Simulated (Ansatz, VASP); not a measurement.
# One calculation of Mg3ZrN, two programs

```
Mg Zr N
1.0
     3.38757    0.00000    0.00000
     0.00000    3.38757    0.00000
     0.00000    0.00000    6.70213
Mg Zr N
3 1 1
Direct
  0.00000 0.00000 0.00000
  0.50000 0.50000 0.21674
  0.50000 0.50000 0.78326
  0.50000 0.50000 0.50000
  0.00000 0.00000 0.50000
```

Alike in both runs: task single point; functional PBE; k mesh 6 × 6 × 4; occupations gaussian, width 0.1 eV; no spin polarisation.

|  | VASP | Ansatz |
| --- | --- | --- |
| version | VASP 6.6.1 | Ansatz 0.2.0 |
| potentials or method | VASP PAW PBE potentials, release 64 (Mg, Zr_sv, N), cutoff 520 eV | scalar-relativistic, plane waves, PAW |
| valence electrons in the cell | 23 | 47 |

|  | VASP | Ansatz | Ansatz less VASP |
| --- | --- | --- | --- |
| gap on the k mesh at the Fermi level (eV) | none | none | - |
| rms of the force components (eV/Å) | 5.014 | 4.819 | -0.1951 |

Atom by atom the forces differ by 0.195 eV/Å (rms over components). A gap of «none» marks a metal or a gap that the smearing closes. VASP's potentials hold 23 valence electrons a cell and Ansatz's 47, so a difference there can come from the potentials and not from the codes.
